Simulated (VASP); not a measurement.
Crystal: Rh.

```
CELL_PARAMETERS angstrom
0.00000 1.89785 1.89785
1.89785 0.00000 1.89785
1.89785 1.89785 0.00000
ATOMIC_POSITIONS crystal
Rh 0.00000 0.00000 0.00000
```

```yaml
Program: VASP 6.6.1
Task: relaxation of volume and atoms at fixed shape
Functional: LDA
Potentials_or_basis: VASP PAW LDA potentials, release 64 (Rh_pv)
Cutoff: 500 eV
k_mesh: 10 × 10 × 10
Occupations: methfessel-paxton, width 0.05 eV
Spin: no spin polarisation
```

At the start: pressure -9.0 GPa; volume 13.67 Å³/atom.

Problem. How do energy, volume and symmetry change on relaxing?

Solution. Over 3 steps the energy falls by 11.9 meV/atom and the volume is 13.27 Å³/atom (-2.9 %); space group Fm-3m (No. 225, to 0.05 Å).

The path:
```csv
step,energy change (eV),largest force (eV/Å),pressure (GPa),volume (Å³)
1,0.0000,0.0000,-8.99,13.67
2,0.0849,0.0000,32.13,12.21
3,-0.0119,0.0000,-0.30,13.27
```

Final structure:
```
Rh
1.0
     0.00000    1.87913    1.87913
     1.87913    0.00000    1.87913
     1.87913    1.87913    0.00000
Rh
1
Direct
  0.00000 0.00000 0.00000
```
